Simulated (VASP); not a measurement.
Crystal: Si.

```
CELL_PARAMETERS angstrom
0.00000 2.72212 2.75560
2.72212 0.00000 2.75560
2.72212 2.72212 0.00000
ATOMIC_POSITIONS crystal
Si 0.00000 0.00000 0.00000
Si 0.25000 0.25000 0.25000
```

This cell differs from its parent crystal: uniaxial z strain +1.2%.

Base run:

| Property | Result |
| --- | --- |
| Program | VASP 6.6.1 |
| Functional | r2SCAN |
| Potentials or basis | VASP PAW PBE potentials, release 64 (Si) |
| Cutoff | 520 eV |
| k mesh | 8 × 8 × 8 |
| Occupations | gaussian, width 0.01 eV |
| Spin | no spin polarisation |

Its results: band gap on the k mesh 0.77 eV, indirect (least direct gap 2.70 eV); pressure -1.4 GPa.

**Question.** The run is repeated on the same cell with these changes: functional from r2SCAN to HSE06; k mesh from 8 × 8 × 8 to 6 × 6 × 6. What comes out?

**Answer.** Band gap on the k mesh 1.27 eV, indirect (least direct gap 3.27 eV); pressure -1.7 GPa.

Several settings changed at once, so the effect can't be laid on one alone.

Caveats: the PAW data sets were made with another functional, which shifts forces and pressure a little.

A k mesh can miss the band edges.
